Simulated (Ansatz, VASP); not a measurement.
# SnO in VASP and in Ansatz

```
Sn O
1.0
     3.74996    0.00000    0.00000
     0.00000    3.74996    0.00000
     0.00000    0.00000    4.77881
Sn O
2 2
Direct
  0.50000 0.00000 0.24844
  0.00000 0.50000 0.75156
  0.00000 0.00000 0.00000
  0.50000 0.50000 0.00000
```

Alike in both runs: functional PBE; k mesh 6 × 6 × 4; occupations gaussian, width 0.0333 eV; non-collinear spin, spin-orbit coupling.

Ansatz relaxed the structure, and its values are those at the end. VASP's run is a single point on that final structure, the one shown.

|  | VASP | Ansatz |
| --- | --- | --- |
| version | VASP 6.6.1 | Ansatz 0.2.0 |
| potentials or method | VASP PAW PBE potentials, release 64 (Sn_d, O), cutoff 600 eV | PAW plane waves |
| valence electrons in the cell | 40 | 40 |

|  | VASP | Ansatz | Ansatz less VASP |
| --- | --- | --- | --- |
| pressure (GPa) | 5.3 | 5.1 | -0.20 |
| rms of the force components (eV/Å) | 0.034 | 0.001 | -0.0328 |
| net moment per atom (μB) | 0.00 | 0.00 | 0.000 |

Ansatz's warnings: stress scf threshold loose.
